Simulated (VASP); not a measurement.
C: relaxation of cell and atoms with PBE

The system is C.

```
C
1.0
     1.32888    0.00000    0.00000
     0.00000    1.68128    0.00000
     0.00000    0.00000    2.47767
C
1
Cartesian
  0.0000 0.8406 0.0000
```

```json
{"Program": "VASP 6.6.1", "Task": "relaxation of cell and atoms", "Functional": "PBE", "Potentials or basis": "VASP PAW PBE potentials, release 64 (C_h)", "Cutoff": "910 eV", "k mesh": "12 × 10 × 8", "Occupations": "gaussian, width 0.1 eV", "Spin": "no spin polarisation", "Dipole correction": "no", "Second run": "hard_potentials", "Further INCAR settings": "ALGO = Normal; EDIFF = 1e-07; IBRION = 2; EDIFFG = -0.04; NSW = 90; ISIF = 3"}
```

| Item | Value |
| --- | --- |
| Relaxed volume | 9.66 Å³/atom |
| Relaxed cell | a = 1.280 Å, b = 2.587 Å, c = 2.917 Å, α = 90.00°, β = 90.00°, γ = 90.00° |
| Space group after relaxing (to 0.05 Å) | Pmmm (No. 47) |
| Energy gained by relaxing | 1850.1 meV/atom |
| Ionic steps | 38 |
| Pressure after relaxing | -0.2 GPa |
| Band gap on the k mesh | zero (band 2 reaches 13.92 eV, above the bottom of band 3 at -2.32 eV) |

Stress tensor (GPa, compression positive):
```
-0.03  0.00  0.00
 0.00 -0.64  0.00
 0.00  0.00 -0.07
```

Step by step:
```
step  energy change (eV)  largest force (eV/Å)  pressure (GPa)  volume (Å³)
   1              0.0000                0.0000          134.02         5.54
   2              0.0983                0.0000          -52.01        10.04
   3             -0.6073                0.0000           -4.96         7.26
   4             -0.6106                0.0000           -0.98         7.16
   5             -0.6112                0.0000            1.97         7.09
   6             -1.0329                0.0000            8.07         7.34
   7             -0.5294                0.0000          152.37         7.80
   8             -1.3548                0.0000           44.17         7.57
   9             -1.3593                0.0000           53.42         7.60
  10             -1.3825                0.0000           54.92         7.70
  11             -1.4233                0.0000           60.30         7.99
  12             -1.4865                0.0000           52.64         8.18
  13             -1.6406                0.0000           30.74         8.74
  14             -1.7822                0.0000           -2.34         9.94
  15             -1.7850                0.0000           -8.00        10.21
  16             -1.8010                0.0000           -7.44        10.33
  17             -1.8078                0.0000           -6.70        10.47
  18             -1.8078                0.0000           -6.62        10.48
  19             -1.8125                0.0000           -4.88        10.39
  20             -1.8217                0.0000            0.62        10.11
  21             -1.8164                0.0000           13.02         9.57
  22             -1.8235                0.0000            4.42         9.93
  23             -1.8273                0.0000            3.96         9.89
  24             -1.8355                0.0000            2.61         9.74
  25             -1.8363                0.0000            0.10         9.45
  26             -1.8386                0.0000            1.26         9.59
  27             -1.8414                0.0000            1.59         9.57
  28             -1.8475                0.0000            2.62         9.51
  29             -1.8429                0.0000            5.02         9.38
  30             -1.8486                0.0000            3.30         9.47
  31             -1.8494                0.0000            0.52         9.54
  32             -1.8494                0.0000            0.56         9.53
  33             -1.8498                0.0000            0.52         9.56
  34             -1.8499                0.0000            0.49         9.59
  35             -1.8500                0.0000            0.04         9.61
  36             -1.8500                0.0000           -0.57         9.64
  37             -1.8500                0.0000           -0.48         9.64
  38             -1.8501                0.0000           -0.24         9.66
```

Final structure:
```
C
1.0
     1.27993    0.00000    0.00000
     0.00000    2.58671    0.00000
     0.00000    0.00000    2.91684
C
1
Direct
  0.00000 0.50000 0.00000
```

Levels at points of the mesh, in eV from the Fermi level:
```tsv
k point	band 1	band 2	band 3	band 4	band 5
(0.00, 0.00, 0.00)	-17.86	-4.24	-2.48	6.72	12.15
(0.50, 0.00, 0.00)	-9.54	6.67	11.62	12.77	24.26
(0.00, 0.50, 0.00)	-16.15	-8.26	-3.42	11.36	12.76
(0.50, 0.50, 0.00)	-9.19	8.96	9.41	12.08	19.01
(0.00, 0.00, 0.50)	-17.02	-7.81	-2.22	12.51	12.70
(0.50, 0.00, 0.50)	-9.40	7.82	9.84	13.04	19.22
(0.00, 0.50, 0.50)	-15.44	-7.49	-6.28	5.95	19.43
(0.50, 0.50, 0.50)	-9.09	9.78	10.01	10.57	20.50
```

Run time: 2.1 min on 1 thread of AMD EPYC 9R45 96-Core Processor (Zen 5), with other jobs on the host, peak memory 0.09 GiB.

Caveat: the k points lie up to 0.41 Å⁻¹ apart in the final cell; the cutoff is under 1.25 times the usual one of these potentials, so pressure, stress and relaxed cells hold a basis-set (Pulay) error; the volume moved by over 15 % at a fixed basis, so the end points are rough.
